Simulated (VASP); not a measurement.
AgCl: single point with PBE

Crystal: AgCl.

```
CELL_PARAMETERS angstrom
3.43397 0.00000 0.00000
0.00000 3.43397 0.00000
0.00000 0.00000 3.39963
ATOMIC_POSITIONS crystal
Ag 0.00000 0.00000 0.00000
Cl 0.50000 0.50000 0.50000
```

This cell differs from its parent crystal: zz strain of -1 %.

```yaml
Program: VASP 6.6.1
Task: single point
Functional: PBE
Potentials_or_basis: VASP PAW PBE potentials, release 64 (Ag, Cl)
Cutoff: 520 eV
k_mesh: 9 × 9 × 9
Occupations: fermi-dirac, width 0.01 eV
Spin: no spin polarisation
Dipole_correction: no
Further_INCAR_settings: ALGO = Normal; EDIFF = 1e-06; NBANDS = 16
```

```yaml
Pressure: 0.2 GPa
Band_gap_on_the_k_mesh: 0.60 eV (least direct gap 2.05 eV)
```

Stress tensor (GPa, compression positive):
```
0.06 0.00 0.00
0.00 0.06 0.00
0.00 0.00 0.56
```

Levels at points of the mesh, in eV from the valence-band top:
| k point | band 5 | band 6 | band 7 | band 8 | band 9 | band 10 | band 11 | band 12 | band 13 | band 14 |
| --- | --- | --- | --- | --- | --- | --- | --- | --- | --- | --- |
| (0.00, 0.00, 0.00) | -1.78 | -1.78 | -1.55 | -1.55 | -1.45 | 0.60 | 9.41 | 9.48 | 13.70 | 13.70 |

It took 59 s on 1 thread of Intel Xeon 8259CL, on a shared host, peak memory 0.19 GiB.

Caveat: the cell differs from its parent crystal (zz strain of -1 %); an odd mesh through Γ misses points on the zone boundary, where band edges can lie.
